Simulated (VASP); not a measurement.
InP:

```
CELL_PARAMETERS angstrom
0.00000 2.93050 2.93050
2.93050 0.00000 2.93050
2.93050 2.93050 0.00000
ATOMIC_POSITIONS crystal
In 0.00000 0.00000 0.00000
P 0.25000 0.25000 0.25000
```

| Item | Value |
| --- | --- |
| Program | VASP 6.6.1 |
| Task | relaxation of cell and atoms |
| Functional | r2SCAN |
| Potentials or basis | VASP PAW PBE potentials, release 64 (In_d, P) |
| Cutoff | 600 eV |
| k mesh | 8 × 8 × 8 |
| Occupations | fermi-dirac, width 0.02 eV |
| Spin | no spin polarisation |

At the start: pressure 1.6 GPa; volume 25.17 Å³/atom.

Problem. How do energy, volume and symmetry change on relaxing?

Solution. Over 3 steps the energy falls by 2.8 meV/atom and the volume is 25.73 Å³/atom (+2.2 %); space group F-43m (No. 216, to 0.05 Å).

Step by step:
| step | energy change (eV) | largest force (eV/Å) | pressure (GPa) | volume (Å³) |
| --- | --- | --- | --- | --- |
| 1 | 0.0000 | 0.0000 | 1.59 | 50.33 |
| 2 | -0.0035 | 0.0000 | -0.86 | 52.17 |
| 3 | -0.0055 | 0.0000 | 0.01 | 51.46 |

Final structure:
```yaml
crystal:
  lattice:
    - [0.00000, 2.95222, 2.95222]
    - [2.95222, 0.00000, 2.95222]
    - [2.95222, 2.95222, 0.00000]
  atoms:
    - { symbol: In, position: [0.00000, 0.00000, 0.00000] }
    - { symbol: P, position: [0.25000, 0.25000, 0.25000] }
```

Caveat: the PAW data sets were made with another functional, which shifts forces and pressure a little.
